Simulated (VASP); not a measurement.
Set up this calculation in VASP 6.6.1, as the native input.

```
Task                   : relaxation of the atoms
Functional             : PBE
Potentials or basis    : VASP PAW PBE potentials, release 64 (Bi_d, Te)
Cutoff                 : 520 eV
k mesh                 : 9 × 9 × 1
Occupations            : gaussian, width 0.1 eV
Spin                   : no spin polarisation
Dipole correction      : yes
Further INCAR settings : ALGO = Fast; EDIFF = 1e-06; IBRION = 2; EDIFFG = -0.02; NSW = 80
```

The structure of BiTe lies in POSCAR:

```
BiTe
1.0
    4.5978826513      0.0000000000      0.0000000000
   -2.2989413256      3.9818831796      0.0000000000
    0.0000000000      0.0000000000     24.3853886607
Bi Te
3 3
Direct
    0.3333333333      0.6666666667      0.3075612246
    0.0000000000      0.0000000000      0.4615122449
    0.6666666667      0.3333333333      0.6154632652
    0.6666666667      0.3333333333      0.3845367348
    0.3333333333      0.6666666667      0.5384877551
    0.0000000000      0.0000000000      0.6924387754
```

The input as run:

INCAR

```
SYSTEM = BiTe
PREC     = Accurate       ! precision mode
ENCUT    = 520            ! plane-wave cutoff, eV
EDIFF    = 1E-6           ! SCF threshold, eV
ISMEAR   = 0              ! smearing method
SIGMA    = 0.1            ! smearing width, eV
LREAL    = .False.        ! projectors in reciprocal space
LASPH    = .True.         ! aspherical terms in the spheres
NELM     = 80             ! most SCF steps
ALGO     = Fast           ! electronic algorithm
ISIF     = 2              ! what is computed and relaxed
LWAVE    = .False.        ! write WAVECAR
LCHARG   = .False.        ! write CHGCAR
LDIPOL   = .True.       
IDIPOL   = 3            
DIPOL    = 0.5 0.5 0.500
GGA      = PE             ! functional
IBRION   = 2              ! ionic algorithm
NSW      = 80             ! ionic steps
EDIFFG   = -0.02          ! ionic threshold
```

KPOINTS

```
Automatic mesh
0
Gamma
  9 9 1
  0 0 0
```

Potentials or basis: VASP PAW PBE potentials, release 64 (Bi_d, Te).

Run with:

```sh
$ cat potpaw_PBE.64/Bi_d/POTCAR potpaw_PBE.64/Te/POTCAR > POTCAR
$ mpirun -np 1 vasp_std > vasp.out
```

It gave:

```yaml
Energy_gained_by_relaxing: 34.0 meV/atom
Ionic_steps: 16
Largest_force_after_relaxing: 0.010 eV/Å
Band_gap_on_the_k_mesh: zero (an odd number of electrons rules out a gap without spin polarisation)
```

Caveat: spin-orbit coupling is left out, which moves the levels of the heavy elements.

Run time: 73 min on 1 thread of Oxide Virtual Turin-like Processor, with other jobs on the host, peak memory 0.65 GiB.
